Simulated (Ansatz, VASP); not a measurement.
# HfC in VASP and in Ansatz

```
Hf C
1.0
     2.90145    0.00000    0.00000
     0.00000    2.90145    0.00000
     0.00000    0.00000    2.90145
Hf C
1 1
Direct
  0.00000 0.00000 0.00000
  0.50000 0.50000 0.50000
```

Alike in both runs: functional PBE; k mesh 14 × 14 × 14; occupations fermi-dirac, width 0.08 eV; no spin polarisation.

Ansatz relaxed the structure, and its values are those at the end. VASP's run is a single point on that final structure, the one shown.

|  | VASP | Ansatz |
| --- | --- | --- |
| version | VASP 6.6.1 | Ansatz 0.2.0 |
| potentials or method | VASP PAW PBE potentials, release 64 (Hf_pv, C) | PAW with Ansatz's default frozen-core files, scalar-relativistic |
| plane-wave cutoff (eV) | 520 | 420 |
| valence electrons in the cell | 14 | 30 |

Ansatz gave:

```
pressure (GPa) : 0.0
```

Question: Estimate VASP's values.

Answer: Pressure (GPa): -1.4.

VASP's potentials hold 14 valence electrons a cell and Ansatz's 30, so a difference there can come from the potentials and not from the codes.

Neither program's run includes spin-orbit coupling.
